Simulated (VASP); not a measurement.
Input of a VASP 6.6.1 run:

File INCAR:

```
SYSTEM = In6O
  PREC = Accurate
  ENCUT = 520
  EDIFF = 1E-6
  ISMEAR = 0
  SIGMA = 0.2
  LREAL = .False.
  LASPH = .True.
  NELM = 60
  ALGO = Normal
  ISIF = 2
  LWAVE = .False.
  LCHARG = .False.
  GGA = PE
  NBANDS = 51
```

The input KPOINTS:

```
regular mesh
0
Gamma
  3 3 3
  0 0 0
```

The input POSCAR:

```
In6O
1.0
    5.8044743654      0.0000000027      0.0000000000
   -2.9022371851      5.0268222547      0.0000000000
    0.0000000000      0.0000000000      6.0322737020
In O
6 1
Direct
    0.6614015379      0.6614015379      0.2446262994
    0.0000000000      0.6614015379      0.7553737006
    0.6614015379      0.0000000000      0.7553737006
    0.3385984621      0.3385984621      0.7553737006
    0.0000000000      0.3385984621      0.2446262994
    0.3385984621      0.0000000000      0.2446262994
    0.0000000000      0.0000000000      0.0000000000
```

Potentials or basis: VASP PAW PBE potentials, release 64 (In_d, O).

Launch:

```bash
$ cat potpaw_PBE.64/In_d/POTCAR potpaw_PBE.64/O/POTCAR > POTCAR
$ mpirun -np 1 vasp_std > vasp.out
```

Question: What does it give for the band gap on the k mesh?

Answer: Zero (band 42 reaches 7.57 eV, above the bottom of band 43 at 6.13 eV).

Question: What does it give for the largest force?

Answer: 0.067 eV/Å.

Question: Predict the pressure.

Answer: 0.0 GPa.

Forces on the atoms (eV/Å):
```
In   0.026  0.046  0.041
In  -0.026  0.046 -0.041
In   0.053  0.000 -0.041
In  -0.026 -0.046 -0.041
In   0.026 -0.046  0.041
In  -0.053  0.000  0.041
O    0.000  0.000  0.000
```

Caveat: the k points lie up to 0.42 Å⁻¹ apart; spin-orbit coupling is left out, which moves the levels of the heavy elements.
